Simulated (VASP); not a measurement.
# Ge (P2_1/m) in VASP: single point with PBE

Aim: the single point of Ge with PBE.

All numbers are computed with VASP 6.6.1; they aren't measurements. Logs are shortened: lines on timing, memory, paths and dates and some standing lists are left out, and cuts for length are marked.

### Step 1. The cell of the first run

Symmetry: P2_1/m, No. 11, monoclinic system. The conventional cell has a = 2.995 Å, b = 4.622 Å, c = 3.129 Å, α = 90.00°, β = 117.64°, γ = 90.00°. Within 3.8 Å of Ge (site symmetry m) lie 12 Ge at 2.86 to 3.17 Å.

### Step 2. Single point, PBE (strained and its atoms moved)

Contents of INCAR:

```
SYSTEM = Ge
PREC = Accurate
ENCUT = 520
EDIFF = 1E-6
ISMEAR = 0
SIGMA = 0.1
LREAL = .FALSE.
LASPH = .TRUE.
NELM = 100
ALGO = Normal
ISIF = 2
LWAVE = .FALSE.
LCHARG = .TRUE.
GGA = PE
LELF = .TRUE.
LVHAR = .TRUE.
NBANDS = 21
```

Contents of KPOINTS:

```
regular mesh
0
G
  14 14 8
  0 0 0
```

Contents of POSCAR:

```
Ge
1.0
    1.6524034691     -2.7084278404      0.0000000000
    1.4751861687      2.6067938257      0.0000000000
    0.0000000000      0.0000000000      4.6215558164
Ge
2
Direct
    0.6973060343      0.3286497630      0.2500000000
    0.3026939657      0.6713502370      0.7500000000
```

Potentials or basis: VASP PAW PBE potentials, release 64 (Ge_d).

Run with:

```
$ cat potpaw_PBE.64/Ge_d/POTCAR > POTCAR
$ mpirun -np 1 vasp_std > vasp.out
```

OUTCAR:

```text
SYSTEM = Ge
   PREC = Accurate
   ENCUT = 520
   EDIFF = 1E-6
   ISMEAR = 0
   LREAL = .FALSE.
   LASPH = .TRUE.
   NELM = 100
   ISIF = 2
   GGA = PE

 ion  position               nearest neighbor table
   1  0.697  0.329  0.250-   2 2.86   2 2.86   2 2.90   2 2.90
   2  0.303  0.671  0.750-   1 2.86   1 2.86   1 2.90   1 2.90

  Warning from LATTYP: Monoclinic adjustment (A1->A3, A2->A1, A3->A2)!
  Warning from LATTYP: Got some problem with cell dimensions!
  Tried to take original basis but could not verify dimensions!
  LATTYP: Found a simple monoclinic cell.
 ALAT       =     2.9952542934
 B/A-ratio  =     1.5429594164
 C/A-ratio  =     1.0447328483
 COS(beta)  =    -0.4639814167

  Lattice vectors:

 A1 = (   1.4751861687,   2.6067938257,   0.0000000000)
 A2 = (   0.0000000000,   0.0000000000,  -4.6215558164)
 A3 = (  -3.1275896378,   0.1016340147,   0.0000000000)

Analysis of symmetry for initial positions (statically):
=====================================================================
 Subroutine PRICEL returns:
 Original cell was already a primitive cell.

 Routine SETGRP: Setting up the symmetry group for a
 simple monoclinic supercell.

 Subroutine GETGRP returns: Found  4 space group operations
 (whereof  2 operations were pure point group operations)
 out of a pool of  4 trial point group operations.

The static configuration has the point symmetry S_2 .
 The point group associated with its full space group is C_2h.

Analysis of symmetry for dynamics (positions and initial velocities):
=====================================================================
 Subroutine PRICEL returns:
 Original cell was already a primitive cell.

 Routine SETGRP: Setting up the symmetry group for a
 simple monoclinic supercell.

 Subroutine GETGRP returns: Found  4 space group operations
 (whereof  2 operations were pure point group operations)
 out of a pool of  4 trial point group operations.

The dynamic configuration has the point symmetry S_2 .
 The point group associated with its full space group is C_2h.

 Subroutine INISYM returns: Found  4 space group operations
 (whereof  2 operations are pure point group operations),
 and found     1 'primitive' translations

----------------------------------------------------------------------------------------

                                     Primitive cell

  volume of cell :      38.3724

  direct lattice vectors                    reciprocal lattice vectors
     1.652403469 -2.708427840  0.000000000     0.313961453 -0.177670972  0.000000000
     1.475186169  2.606793826  0.000000000     0.326202222  0.199014969  0.000000000
     0.000000000  0.000000000  4.621555816     0.000000000  0.000000000  0.216377350

  length of vectors
     3.172698944  2.995254293  4.621555816     0.360747513  0.382118892  0.216377350

  position of ions in fractional coordinates (direct lattice)
     0.697306034  0.328649763  0.250000000
     0.302693966  0.671350237  0.750000000

  ion indices of the primitive-cell ions
   primitive index   ion index
                 1           1
                 2           2

----------------------------------------------------------------------------------------

 KPOINTS: regular mesh

Automatic generation of k-mesh.
 Grid dimensions read from file:
 generate k-points for:   14   14    8

 Generating k-lattice:

  Cartesian coordinates                     Fractional coordinates (reciprocal lattice)
     0.022425818 -0.012690784  0.000000000     0.071428571  0.000000000  0.000000000
     0.023300159  0.014215355  0.000000000    -0.000000000  0.071428571  0.000000000
     0.000000000  0.000000000  0.027047169     0.000000000  0.000000000  0.125000000

  Length of vectors
     0.025767679  0.027294207  0.027047169

  Shift w.r.t. Gamma in fractional coordinates (k-lattice)
     0.000000000  0.000000000  0.000000000

 Subroutine IBZKPT returns following result:
 ===========================================

 Found    500 irreducible k-points:

 Following reciprocal coordinates:
            Coordinates               Weight
  0.000000  0.000000  0.000000      1.000000
  0.071429  0.000000  0.000000      2.000000
  0.142857  0.000000  0.000000      2.000000
  0.214286  0.000000  0.000000      2.000000
  0.285714  0.000000  0.000000      2.000000
  0.357143  0.000000  0.000000      2.000000
[... 16 lines left out ...]
  0.000000  0.142857  0.000000      2.000000
  0.071429  0.142857  0.000000      2.000000
 [... further k-points ...]
   k-points           NKPTS =    500   k-points in BZ     NKDIM =    500   number of bands    NBANDS=     21
   number of dos      NEDOS =    301   number of ions     NIONS =      2
   total plane-waves  NPLWV =  20736
   dimension x,y,z NGX =    24 NGY =   24 NGZ =   36
   dimension x,y,z NGXF=    48 NGYF=   48 NGZF=   72
   ions per type =               2
   NGX,Y,Z   is equivalent  to a cutoff of  12.58, 13.32, 12.95 a.u.
   NGXF,Y,Z  is equivalent  to a cutoff of  25.15, 26.64, 25.90 a.u.
 SYSTEM =  Ge
   PREC   = accura    normal or accurate (medium, high low for compatibility)
   ISTART =      0    job   : 0-new  1-cont  2-samecut
   ICHARG =      2    charge: 1-file 2-atom 10-const
   ISPIN  =      1    spin polarized calculation?
   LNONCOLLINEAR =      F non collinear calculations
   LSORBIT =      F    spin-orbit coupling
   LASPH  =      T    aspherical Exc in radial PAW
   ENCUT  =  520.0 eV  38.22 Ry    6.18 a.u.   5.90  5.57  8.59*2*pi/ulx,y,z
   NELM   =    100;   NELMIN=  2; NELMDL= -5     # of ELM steps
   EDIFF  = 0.1E-05   stopping-criterion for ELM
   LREAL  =      F    real-space projection
   EDIFFG = 0.1E-04   stopping-criterion for IOM
   NSW    =      0    number of steps for IOM
   IBRION =     -1    ionic relax: 0-MD 1-quasi-New 2-CG
   NFREE  =      0    steps in history (QN), initial steepest desc. (CG)
   ISIF   =      2    stress and relaxation
   ISYM   =      2    0-nonsym 1-usesym 2-fastsym
   POTIM  = 0.5000    time-step for ionic-motion
   TEBEG  =    0.0;   TEEND  =   0.0 temperature during run
   PSTRESS=    0.0 pullay stress
   NELECT =      28.0000    total number of electrons
   NUPDOWN=      -1.0000    fix difference up-down
   EMIN   =  10.00;   EMAX   =-10.00  energy-range for DOS
   EFERMI =   0.00;   METHOD = LEGACY
   ISMEAR =     0;   SIGMA  =   0.10  broadening in eV -4-tet -1-fermi 0-gaus
   EFERMI_NEDOS =   21; number of points for ismear=-14 and -15
   IALGO  =     38    algorithm
   IMIX   =      4    mixing-type and parameters
     AMIX     =   0.40;   BMIX     =  1.00
     AMIX_MAG =   1.60;   BMIX_MAG =  1.00
  volume/ion in A,a.u.               =      19.19       129.47
  Fermi-wavevector in a.u.,A,eV,Ry     =   1.473855  2.785181 29.555222  2.172248
  Thomas-Fermi vector in A             =   2.588697
   LORBIT       =      0    0 simple, 1 ext, 2 COOP (PROOUT), +10 PAW based schemes
   GGA     = PE    functional components
   LHFCALC =     F    Hartree Fock is set to
   AEXX    =    0.0000 exact exchange contribution
   IVDW    =     0    specifies the selected vdW correction
   LEPSILON=     F    determine dielectric tensor
   LRPA    =     F    only Hartree local field effects (RPA)
 non-spin polarized calculation
 Gauss-broadening in eV      SIGMA  =   0.10
  energy-cutoff  :      520.00
  volume of cell :       38.37
 maximum number of plane-waves:      1052
   NGX = 11   NGY = 11   NGZ = 17

 number of electron      27.9999999 magnetization

 Free energy of the ion-electron system (eV)
  ---------------------------------------------------
  ext. energy  EPLUGINS =         0.00000000
  ---------------------------------------------------
  free energy    TOTEN  =        -8.33870485 eV

  energy without entropy =       -8.33457503  energy(sigma->0) =       -8.33663994

 E-fermi :   6.6484     XC(G=0): -11.2104

 val. band max:        6.6407952111   @ k =  -0.4286   0.1429   0.1250
 cond. band min:       6.6607710252   @ k =  -0.4286   0.2857   0.3750
 fundamental gap:      0.0199758141
 Fermi energy:         6.6483917764

 k-point     1 :       0.0000    0.0000    0.0000
  band No.  band energies     occupation
      1     -18.1429      2.00000
      2     -18.1413      2.00000
      3     -18.1370      2.00000
      4     -18.1291      2.00000
      5     -18.1060      2.00000
      6     -18.1050      2.00000
[... 13 lines left out ...]
     20      18.7538      0.00000
     21      19.1523      0.00000

 k-point     2 :       0.0714    0.0000    0.0000
  band No.  band energies     occupation
      1     -18.1437      2.00000
      2     -18.1417      2.00000
      3     -18.1394      2.00000
      4     -18.1246      2.00000
      5     -18.1063      2.00000
      6     -18.1005      2.00000
[... 13 lines left out ...]
     20      17.7495      0.00000
     21      20.0567      0.00000

 k-point     3 :       0.1429    0.0000    0.0000
  band No.  band energies     occupation
      1     -18.1516      2.00000
      2     -18.1430      2.00000
      3     -18.1354      2.00000
      4     -18.1172      2.00000
      5     -18.1027      2.00000
      6     -18.0989      2.00000
[... 13 lines left out ...]
     20      19.0942      0.00000
     21      20.6560      0.00000
[... 457 lines left out ...]
 k-point    23 :       0.0000    0.1429    0.0000
  band No.  band energies     occupation
      1     -18.1439      2.00000
      2     -18.1394      2.00000
      3     -18.1279      2.00000
      4     -18.1156      2.00000
      5     -18.1121      2.00000
      6     -18.1004      2.00000
[... 13 lines left out ...]
     20      18.7285      0.00000
     21      20.0150      0.00000

 k-point    24 :       0.0714    0.1429    0.0000
  band No.  band energies     occupation
      1     -18.1436      2.00000
      2     -18.1411      2.00000
      3     -18.1335      2.00000
      4     -18.1083      2.00000
      5     -18.1074      2.00000
      6     -18.1008      2.00000
[... 13 lines left out ...]
     20      18.8999      0.00000
     21      18.9106      0.00000

 [... further k-points ...]

------------------------ aborting loop because EDIFF is reached ----------------------------------------

  FORCE on cell =-STRESS in cart. coord.  units (eV):
  Direction    XX          YY          ZZ          XY          YZ          ZX
  --------------------------------------------------------------------------------------
  -------------------------------------------------------------------------------------
  Total        0.2688251      0.0384770      0.3295402      0.0070396      0.0000000      0.0000000
  in kB       11.2243683      1.6065458     13.7594289      0.2939287      0.0000000      0.0000000
  external PRESSURE =       8.8634477 kB  Pullay stress =       0.0000000 kB

 VOLUME and BASIS-vectors are now :
 -----------------------------------------------------------------------------
  energy-cutoff  :      520.00
  volume of cell :       38.37
      direct lattice vectors                 reciprocal lattice vectors
     1.652403469 -2.708427840  0.000000000     0.313961453 -0.177670972  0.000000000
     1.475186169  2.606793826  0.000000000     0.326202222  0.199014969  0.000000000
     0.000000000  0.000000000  4.621555816     0.000000000  0.000000000  0.216377350

 POSITION                                       TOTAL-FORCE (eV/Angst)
 -----------------------------------------------------------------------------------
      1.63705     -1.03188      1.15539         0.025316      0.006153     -0.000000
      1.49054      0.93025      3.46617        -0.025316     -0.006153      0.000000
 -----------------------------------------------------------------------------------
    total drift:                                0.000000     -0.000000      0.000000

  FREE ENERGIE OF THE ION-ELECTRON SYSTEM (eV)
  ---------------------------------------------------
  free  energy   TOTEN  =        -8.3387048514 eV

  energy  without entropy=       -8.3345750305  energy(sigma->0) =       -8.33663994
```

Run time: 1.9 min. Hardware: 1 thread of Intel Xeon Platinum 8488C (Sapphire Rapids), shared host; peak memory 0.4 GiB.

Results:

| Item | Value |
| --- | --- |
| Free energy | -8.3387 eV |
| Pressure | 0.9 GPa |
| Largest force | 0.026 eV/Å |
| Band gap on the k mesh | zero (band 14 reaches 11.68 eV, above the bottom of band 15 at 3.84 eV) |

Forces on the atoms (eV/Å):
```
Ge   0.025  0.006  0.000
Ge  -0.025 -0.006  0.000
```

Stress tensor (GPa, compression positive):
```
1.12 0.03 0.00
0.03 0.16 0.00
0.00 0.00 1.38
```

Caveat: the cell differs from its parent crystal (strained and its atoms moved).
